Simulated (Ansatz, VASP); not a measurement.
**W: VASP beside Ansatz**

```
CELL_PARAMETERS angstrom
-1.15081 1.59684 1.59684
1.59684 -1.15081 1.59684
1.59684 1.59684 -1.15081
ATOMIC_POSITIONS crystal
W 0.00000 0.00000 0.00000
```

Alike in both runs: task single point; functional LDA; k mesh 22 × 22 × 22; occupations gaussian, width 0.15 eV; no spin polarisation.

```csv
,VASP,Ansatz
version,VASP 6.6.1,Ansatz 0.2.0
potentials or method,"VASP PAW LDA potentials, release 64 (W_sv), cutoff 520 eV","scalar-relativistic, plane waves, PAW"
valence electrons in the cell,14,14
```

|  | VASP | Ansatz | Ansatz less VASP |
| --- | --- | --- | --- |
| gap on the k mesh at the Fermi level (eV) | none | none | - |
| pressure (GPa) | 25.4 | 23.0 | -2.47 |
| traceless stress, the component that is largest in VASP (GPa) | -19.27 | -19.00 | +0.268 |

Ansatz warns that its potentials were made for another functional, while VASP's fit it. LDA's correlation is that of Perdew and Zunger in VASP and of Perdew and Wang (1992) in Ansatz. A gap of «none» marks a metal or a gap that the smearing closes.

Neither program's run includes spin-orbit coupling.
